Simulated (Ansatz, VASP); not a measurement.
## Sn: VASP beside Ansatz

```xyz
2
Lattice="0.0000 3.2445 3.2445 3.2445 0.0000 3.2445 3.2445 3.2445 0.0000" Properties=species:S:1:pos:R:3 pbc="T T T"
Sn    0.0000    0.0000    0.0000
Sn    1.6222    1.6222    1.6222
```

Alike in both runs: task relaxation of cell and atoms; functional LDA; k mesh 12 × 12 × 12; occupations gaussian, width 0.1 eV; no spin polarisation.

|  | VASP | Ansatz |
| --- | --- | --- |
| version | VASP 6.6.1 | Ansatz 0.2.0 |
| potentials or method | VASP PAW LDA potentials, release 64 (Sn_d), cutoff 500 eV | scalar-relativistic, plane waves, PAW |
| valence electrons in the cell | 28 | 28 |

```csv
,VASP,Ansatz,Ansatz less VASP
"gap on the k mesh at the Fermi level, each at its own relaxed structure (eV)",none,none,-
relaxed volume (Å³/atom),33.92,33.92,-0.004
relaxed cell length with the largest relative difference (Å),4.578,4.578,-0.0002
```

LDA's correlation is that of Perdew and Zunger in VASP and of Perdew and Wang (1992) in Ansatz. A gap of «none» marks a metal or a gap that the smearing closes.
